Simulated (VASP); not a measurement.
A run of VASP 6.6.1:

The input INCAR:

```
SYSTEM = Ru
  PREC = Accurate
  ENCUT = 520
  EDIFF = 1E-8
  ISMEAR = -1
  SIGMA = 0.03
  LREAL = .FALSE.
  LASPH = .TRUE.
  NELM = 100
  ALGO = Normal
  ISIF = 2
  LWAVE = .FALSE.
  LCHARG = .FALSE.
  GGA = PS
  LEFG = .TRUE.
  NBANDS = 21
```

Contents of KPOINTS:

```
Automatic mesh
0
G
  14 14 8
  0 0 0
```

The input POSCAR:

```
Ru
1.0
    2.6876390600      0.0000000000      0.0000000000
   -1.3438195300      2.3275637022      0.0000000000
    0.0000000000      0.0000000000      4.2531615502
Ru
2
Direct
    0.3333333333      0.6666666667      0.2500000000
    0.6666666667      0.3333333333      0.7500000000
```

Potentials or basis: VASP PAW PBE potentials, release 64 (Ru_pv).

Command:

```console
$ cat potpaw_PBE.64/Ru_pv/POTCAR > POTCAR
$ mpirun -np 1 vasp_std > vasp.out
```

Hardware: 1 thread of Intel(R) Xeon(R) Platinum 8488C (Sapphire Rapids), with other jobs on the host.

How long does it take, and how much memory?

It took 30 s on 1 thread of Intel(R) Xeon(R) Platinum 8488C (Sapphire Rapids) (shared host), peak memory 0.17 GiB. Counts: scf iterations 14, k points 120.
